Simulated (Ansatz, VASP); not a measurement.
One calculation of Ta, two programs

The input INCAR:

```
PREC = Accurate ; ENCUT = 520
EDIFF = 1E-6 ; ISMEAR = 0
SIGMA = 0.15 ; LREAL = F
LASPH = T ; NELM = 80
ALGO = Fast ; ISIF = 2
LWAVE = F ; LCHARG = T
GGA = PE ; LELF = T
LVHAR = T ; NBANDS = 12
```

Contents of KPOINTS:

```
regular mesh
0
Gamma
  20 20 20
```

Contents of POSCAR:

```
Ta
1.0
   -1.7833824000      1.7833824000      1.7173312000
    1.7833824000     -1.7833824000      1.7173312000
    1.7833824000      1.7833824000     -1.7173312000
Ta
1
Direct
    0.0000000000      0.0000000000      0.0000000000
```

Input for Ansatz:

```yaml
crystal:
  lattice:
    - [-1.7833824, 1.7833824, 1.7173312]
    - [1.7833824, -1.7833824, 1.7173312]
    - [1.7833824, 1.7833824, -1.7173312]
  atoms:
    - { symbol: Ta, position: [0.0, 0.0, 0.0] }
basis:
  ecutwfc: 420
kpoints:
  mp_grid: { grid: [20, 20, 20] }
hamiltonian:
  xc: pbe
scf:
  occupations: { method: gaussian, width: 0.15 }
output:
  forces: true
  stress: true
  eigenvalues: true
```

Change from the starting cell: strain +0.080 along x and y, +0.040 along z, atoms carried along.

Alike in both runs: task single point; functional PBE; k mesh 20 × 20 × 20; occupations gaussian, width 0.15 eV; no spin polarisation.

|  | VASP | Ansatz |
| --- | --- | --- |
| version | VASP 6.6.1 | Ansatz 0.2.0 |
| potentials or method | VASP PAW PBE potentials, release 64 (Ta_pv), cutoff 520 eV | scalar-relativistic, plane waves, PAW |
| valence electrons in the cell | 11 | 13 |

Ansatz gave:

```
gap on the k mesh at the Fermi level (eV)                     : none
pressure (GPa)                                                : -24.5
traceless stress, the component that is largest in VASP (GPa) : 1.19
```

Question: Estimate VASP's values.

Answer: gap on the k mesh at the Fermi level (eV): none; pressure (GPa): -24.6; traceless stress, the component that is largest in VASP (GPa): 1.18.

A gap of «none» marks a metal or a gap that the smearing closes. The functional is the same, so the differences come from potentials, cutoffs and numerics. VASP's potentials hold 11 valence electrons a cell and Ansatz's 13, so a difference there can come from the potentials and not from the codes.

Neither program's run includes spin-orbit coupling.
